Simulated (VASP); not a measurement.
# LiSi16 (a cell with a defect) in VASP: a series of runs

LiSi16 (a cell with a defect) is run at these levels: PBEsol; tasks: single point.

All numbers are computed with VASP 6.6.1; they aren't measurements. Logs are shortened: lines on timing, memory, paths and dates and some standing lists are left out, and cuts for length are marked.

### Step 1. The cell of the first run

The cell holds a defect, 17 atoms: a = 7.679 Å, b = 7.679 Å, c = 7.679 Å, α = 60.00°, β = 60.00°, γ = 60.00°.

### Step 2. Single point, PBEsol

File INCAR:

```
PREC = Accurate ; ENCUT = 520
EDIFF = 1E-6 ; ISMEAR = 0
SIGMA = 0.05 ; LREAL = Auto
LASPH = T ; NELM = 100
ALGO = Normal ; ISIF = 2
LWAVE = F ; LCHARG = T
GGA = PS ; LELF = T
LVHAR = T ; NBANDS = 48
NELECT = 66.0
```

File KPOINTS:

```
regular mesh
0
Gamma
  2 2 2
```

File POSCAR:

```
LiSi16
1.0
    0.0000000000      5.4300000000      5.4300000000
    5.4300000000      0.0000000000      5.4300000000
    5.4300000000      5.4300000000      0.0000000000
Si Li
16 1
Direct
   -0.0005643192     -0.0001252189     -0.0001455623
    0.1221845793      0.1225534565      0.1225363679
   -0.0024181032     -0.0020791978      0.5018056287
    0.1222233785      0.1225961616      0.6317617611
   -0.0024185902      0.5018230279     -0.0020953812
    0.1222225284      0.6317817191      0.1225780321
   -0.0023921450      0.5018546540      0.5018365113
    0.1270221616      0.6240714757      0.6240553894
    0.5014463927     -0.0020680551     -0.0020837761
    0.6313498353      0.1226147350      0.1225973979
    0.5014745078     -0.0020386308      0.5018502919
    0.6237320081      0.1273392215      0.6240657467
    0.5014739270      0.5018679006     -0.0020550377
    0.6237315706      0.6240814604      0.1273245387
    0.4995887914      0.4999066423      0.4998919979
    0.6237556464      0.6241086298      0.6240923006
    0.2494122304      0.2498687183      0.2498474931
```

Potentials or basis: VASP PAW PBE potentials, release 64 (Si, Li_sv).

Launch:

```sh
> cat potpaw_PBE.64/Si/POTCAR potpaw_PBE.64/Li_sv/POTCAR > POTCAR
> mpirun -np 1 vasp_std > vasp.out
```

OUTCAR:

```text
PREC = Accurate
   ENCUT = 520
   EDIFF = 1E-6
   ISMEAR = 0
   LREAL = Auto
   LASPH = T
   NELM = 100
   ISIF = 2
   GGA = PS
   NELECT = 66.0

 ion  position               nearest neighbor table
   1  0.999  1.000  1.000-  10 2.31   4 2.31   6 2.31   2 2.31
   2  0.122  0.123  0.123-   1 2.31   9 2.38   3 2.38   5 2.38  17 2.39
   3  0.998  0.998  0.502-   8 2.34  12 2.34   2 2.38   4 2.38  17 2.74
   4  0.122  0.123  0.632-   1 2.31  11 2.38   7 2.38   3 2.38  17 2.39
   5  0.998  0.502  0.998-   8 2.34  14 2.34   2 2.38   6 2.38  17 2.74
   6  0.122  0.632  0.123-   1 2.31  13 2.38   7 2.38   5 2.38  17 2.39
   7  0.998  0.502  0.502-   8 2.34  16 2.34   4 2.38   6 2.38  17 2.74
   8  0.127  0.624  0.624-  15 2.34   5 2.34   3 2.34   7 2.34
   9  0.501  0.998  0.998-  12 2.34  14 2.34   2 2.38  10 2.38  17 2.74
  10  0.631  0.123  0.123-   1 2.31  11 2.38  13 2.38   9 2.38  17 2.39
  11  0.501  0.998  0.502-  12 2.34  16 2.34   4 2.38  10 2.38  17 2.74
  12  0.624  0.127  0.624-  15 2.34   3 2.34  11 2.34   9 2.34
  13  0.501  0.502  0.998-  14 2.34  16 2.34   6 2.38  10 2.38  17 2.74
  14  0.624  0.624  0.127-  15 2.34   5 2.34  13 2.34   9 2.34
  15  0.500  0.500  0.500-   8 2.34  12 2.34  14 2.34  16 2.34
  16  0.624  0.624  0.624-  15 2.34   7 2.34  13 2.34  11 2.34
  17  0.249  0.250  0.250-   2 2.39   6 2.39   4 2.39  10 2.39   5 2.74   3 2.74   9 2.74   7 2.74
                            13 2.74  11 2.74

  LATTYP: Found a face centered cubic cell.
 ALAT       =    10.8600000000

  Lattice vectors:

 A1 = (   0.0000000000,   5.4300000000,   5.4300000000)
 A2 = (   5.4300000000,   0.0000000000,   5.4300000000)
 A3 = (   5.4300000000,   5.4300000000,   0.0000000000)

Analysis of symmetry for initial positions (statically):
=====================================================================
 Subroutine PRICEL returns:
 Original cell was already a primitive cell.

 Routine SETGRP: Setting up the symmetry group for a
 face centered cubic supercell.

 Subroutine GETGRP returns: Found  2 space group operations
 (whereof  1 operations were pure point group operations)
 out of a pool of 48 trial point group operations.

The static configuration has the point symmetry C_1 .
 The point group associated with its full space group is C_1h.

Analysis of symmetry for dynamics (positions and initial velocities):
=====================================================================
 Subroutine PRICEL returns:
 Original cell was already a primitive cell.

 Routine SETGRP: Setting up the symmetry group for a
 face centered cubic supercell.

 Subroutine GETGRP returns: Found  2 space group operations
 (whereof  1 operations were pure point group operations)
 out of a pool of 48 trial point group operations.

The dynamic configuration has the point symmetry C_1 .
 The point group associated with its full space group is C_1h.

 Subroutine INISYM returns: Found  2 space group operations
 (whereof  1 operations are pure point group operations),
 and found     1 'primitive' translations

----------------------------------------------------------------------------------------

                                     Primitive cell

  volume of cell :     320.2060

  direct lattice vectors                    reciprocal lattice vectors
     0.000000000  5.430000000  5.430000000    -0.092081031  0.092081031  0.092081031
     5.430000000  0.000000000  5.430000000     0.092081031 -0.092081031  0.092081031
     5.430000000  5.430000000  0.000000000     0.092081031  0.092081031 -0.092081031

  length of vectors
     7.679179644  7.679179644  7.679179644     0.159489025  0.159489025  0.159489025

  position of ions in fractional coordinates (direct lattice)
     0.999435681  0.999874781  0.999854438
     0.122184579  0.122553457  0.122536368
     0.997581897  0.997920802  0.501805629
     0.122223379  0.122596162  0.631761761
     0.997581410  0.501823028  0.997904619
     0.122222528  0.631781719  0.122578032
[... 9 lines left out ...]
     0.623755646  0.624108630  0.624092301
     0.249412230  0.249868718  0.249847493

  ion indices of the primitive-cell ions
   primitive index   ion index
                 1           1
                 2           2
                 3           3
                 4           4
                 5           5
                 6           6
[... 9 lines left out ...]
                16          16
                17          17

----------------------------------------------------------------------------------------

 KPOINTS: regular mesh

Automatic generation of k-mesh.
 Grid dimensions read from file:
 generate k-points for:    2    2    2

 Generating k-lattice:

  Cartesian coordinates                     Fractional coordinates (reciprocal lattice)
    -0.046040516  0.046040516  0.046040516     0.500000000  0.000000000  0.000000000
     0.046040516 -0.046040516  0.046040516     0.000000000  0.500000000  0.000000000
     0.046040516  0.046040516 -0.046040516     0.000000000  0.000000000  0.500000000

  Length of vectors
     0.079744512  0.079744512  0.079744512

  Shift w.r.t. Gamma in fractional coordinates (k-lattice)
     0.000000000  0.000000000  0.000000000

 Subroutine IBZKPT returns following result:
 ===========================================

 Found      6 irreducible k-points:

 Following reciprocal coordinates:
            Coordinates               Weight
  0.000000  0.000000  0.000000      1.000000
  0.500000  0.000000  0.000000      1.000000
  0.000000  0.500000  0.000000      2.000000
  0.500000  0.500000  0.500000      1.000000
  0.500000  0.500000  0.000000      2.000000
  0.000000  0.500000  0.500000      1.000000
   k-points           NKPTS =      6   k-points in BZ     NKDIM =      6   number of bands    NBANDS=     48
   number of dos      NEDOS =    301   number of ions     NIONS =     17
   total plane-waves  NPLWV = 216000
   dimension x,y,z NGX =    60 NGY =   60 NGZ =   60
   dimension x,y,z NGXF=   120 NGYF=  120 NGZF=  120
   ions per type =              16   1
   NGX,Y,Z   is equivalent  to a cutoff of  12.99, 12.99, 12.99 a.u.
   NGXF,Y,Z  is equivalent  to a cutoff of  25.98, 25.98, 25.98 a.u.
 SYSTEM =  unknown system
   PREC   = accura    normal or accurate (medium, high low for compatibility)
   ISTART =      0    job   : 0-new  1-cont  2-samecut
   ICHARG =      2    charge: 1-file 2-atom 10-const
   ISPIN  =      1    spin polarized calculation?
   LNONCOLLINEAR =      F non collinear calculations
   LSORBIT =      F    spin-orbit coupling
   LASPH  =      T    aspherical Exc in radial PAW
   ENCUT  =  520.0 eV  38.22 Ry    6.18 a.u.  14.28 14.28 14.28*2*pi/ulx,y,z
   NELM   =    100;   NELMIN=  2; NELMDL= -5     # of ELM steps
   EDIFF  = 0.1E-05   stopping-criterion for ELM
   LREAL  =      T    real-space projection
   EDIFFG = 0.1E-04   stopping-criterion for IOM
   NSW    =      0    number of steps for IOM
   IBRION =     -1    ionic relax: 0-MD 1-quasi-New 2-CG
   NFREE  =      0    steps in history (QN), initial steepest desc. (CG)
   ISIF   =      2    stress and relaxation
   ISYM   =      2    0-nonsym 1-usesym 2-fastsym
   POTIM  = 0.5000    time-step for ionic-motion
   TEBEG  =    0.0;   TEEND  =   0.0 temperature during run
   PSTRESS=    0.0 pullay stress
   NELECT =      66.0000    total number of electrons
   NUPDOWN=      -1.0000    fix difference up-down
   EMIN   =  10.00;   EMAX   =-10.00  energy-range for DOS
   EFERMI =   0.00;   METHOD = LEGACY
   ISMEAR =     0;   SIGMA  =   0.05  broadening in eV -4-tet -1-fermi 0-gaus
   EFERMI_NEDOS =   21; number of points for ismear=-14 and -15
   IALGO  =     38    algorithm
   IMIX   =      4    mixing-type and parameters
     AMIX     =   0.40;   BMIX     =  1.00
     AMIX_MAG =   1.60;   BMIX_MAG =  1.00
  volume/ion in A,a.u.               =      18.84       127.11
  Fermi-wavevector in a.u.,A,eV,Ry     =   0.967044  1.827449 12.723821  0.935174
  Thomas-Fermi vector in A             =   2.096897
   LORBIT       =      0    0 simple, 1 ext, 2 COOP (PROOUT), +10 PAW based schemes
   GGA     = PS    functional components
   LHFCALC =     F    Hartree Fock is set to
   AEXX    =    0.0000 exact exchange contribution
   IVDW    =     0    specifies the selected vdW correction
   LEPSILON=     F    determine dielectric tensor
   LRPA    =     F    only Hartree local field effects (RPA)
 non-spin polarized calculation
 Gauss-broadening in eV      SIGMA  =   0.05
  energy-cutoff  :      520.00
  volume of cell :      320.21
 maximum number of plane-waves:      8646
 NGX is ok and might be reduce to    60
   NGX = 29   NGY = 29   NGZ = 29

 number of electron      65.9999997 magnetization

 Free energy of the ion-electron system (eV)
  ---------------------------------------------------
  ext. energy  EPLUGINS =         0.00000000
  ---------------------------------------------------
  free energy    TOTEN  =       -98.75994818 eV

  energy without entropy =      -98.75994818  energy(sigma->0) =      -98.75994818

 E-fermi :   6.2862     XC(G=0):  -9.5855

 val. band max:        6.0064909321   @ k =   0.0000   0.0000   0.0000
 cond. band min:       6.5232967265   @ k =   0.0000   0.0000   0.0000
 fundamental gap:      0.5168057944
 Fermi energy:         6.2862481663

 k-point     1 :       0.0000    0.0000    0.0000
  band No.  band energies     occupation
      1     -39.7500      2.00000
      2      -5.9910      2.00000
      3      -3.7210      2.00000
      4      -3.6615      2.00000
      5      -3.6615      2.00000
      6      -3.6615      2.00000
[... 37 lines left out ...]
     44       8.2612      0.00000
     45       8.2618      0.00000

 k-point     2 :       0.5000    0.0000    0.0000
  band No.  band energies     occupation
      1     -39.7500      2.00000
      2      -5.2602      2.00000
      3      -5.1335      2.00000
      4      -3.4065      2.00000
      5      -3.3667      2.00000
      6      -3.3665      2.00000
[... 184 lines left out ...]
 k-point     6 :       0.0000    0.5000    0.5000
  band No.  band energies     occupation
      1     -39.7500      2.00000
      2      -4.9707      2.00000
      3      -4.8780      2.00000
      4      -3.9847      2.00000
      5      -3.9539      2.00000
      6      -3.9539      2.00000
[... 37 lines left out ...]
     44      10.1992      0.00000
     45      10.2820      0.00000
 [bands above 45 left out]

------------------------ aborting loop because EDIFF is reached ----------------------------------------

  FORCE on cell =-STRESS in cart. coord.  units (eV):
  Direction    XX          YY          ZZ          XY          YZ          ZX
  --------------------------------------------------------------------------------------
  -------------------------------------------------------------------------------------
  Total       -4.5285056     -4.5337648     -4.5337648     -0.0003082      0.0002276     -0.0003082
  in kB      -22.6587531    -22.6850678    -22.6850678     -0.0015422      0.0011389     -0.0015422
  external PRESSURE =     -22.6762962 kB  Pullay stress =       0.0000000 kB

 VOLUME and BASIS-vectors are now :
 -----------------------------------------------------------------------------
  energy-cutoff  :      520.00
  volume of cell :      320.21
      direct lattice vectors                 reciprocal lattice vectors
     0.000000000  5.430000000  5.430000000    -0.092081031  0.092081031  0.092081031
     5.430000000  0.000000000  5.430000000     0.092081031 -0.092081031  0.092081031
     5.430000000  5.430000000  0.000000000     0.092081031  0.092081031 -0.092081031

 POSITION                                       TOTAL-FORCE (eV/Angst)
 -----------------------------------------------------------------------------------
     10.85853     10.85615     10.85626         0.001039      0.002371      0.002371
      1.33084      1.32883      1.32893        -0.005916     -0.004867     -0.004867
      8.14351      8.14167     10.83558        -0.000201     -0.000251     -0.000267
      4.09616      4.09414      1.32937         0.004647      0.004720     -0.004186
      8.14352     10.83549      8.14177        -0.000201     -0.000267     -0.000251
      4.09617      1.32927      4.09424         0.004647     -0.004186      0.004720
[... 9 lines left out ...]
      6.77773      6.77581      6.77590         0.000975     -0.000537     -0.000537
      2.71346      2.71098      2.71110        -0.000062      0.001622      0.001622
 -----------------------------------------------------------------------------------
    total drift:                               -0.002063     -0.006862      0.010875

  FREE ENERGIE OF THE ION-ELECTRON SYSTEM (eV)
  ---------------------------------------------------
  free  energy   TOTEN  =       -98.7599481783 eV

  energy  without entropy=      -98.7599481783  energy(sigma->0) =      -98.75994818
```

It took 2.3 min on 1 thread of AMD EPYC 9R45 (Zen 5), shared host; peak memory 0.44 GiB.

Results:

```yaml
Free_energy: -98.7599 eV
Largest_force: 0.009 eV/Å
```

Forces on the atoms (eV/Å):
```
Si   0.001  0.002  0.002
Si  -0.006 -0.005 -0.005
Si   0.000  0.000  0.000
Si   0.005  0.005 -0.004
Si   0.000  0.000  0.000
Si   0.005 -0.004  0.005
Si  -0.001  0.000  0.000
Si   0.002 -0.002 -0.002
Si   0.001  0.000  0.000
Si  -0.004  0.004  0.004
Si   0.000 -0.002  0.001
Si  -0.002  0.001 -0.002
Si   0.000  0.001 -0.002
Si  -0.002 -0.002  0.001
Si   0.001  0.001  0.001
Si   0.001 -0.001 -0.001
Li   0.000  0.002  0.002
```

Caveat: the k points lie up to 0.50 Å⁻¹ apart; the cell carries a net charge on a neutralising background, which shifts energy and pressure; the cell is charged against a uniform background, so pressure and absolute levels hang on convention; the cutoff is under 1.25 times the usual one of these potentials, so pressure, stress and relaxed cells hold a basis-set (Pulay) error; the PAW data sets were made with another functional, which shifts forces and pressure a little.

[end of part 1 of 2]
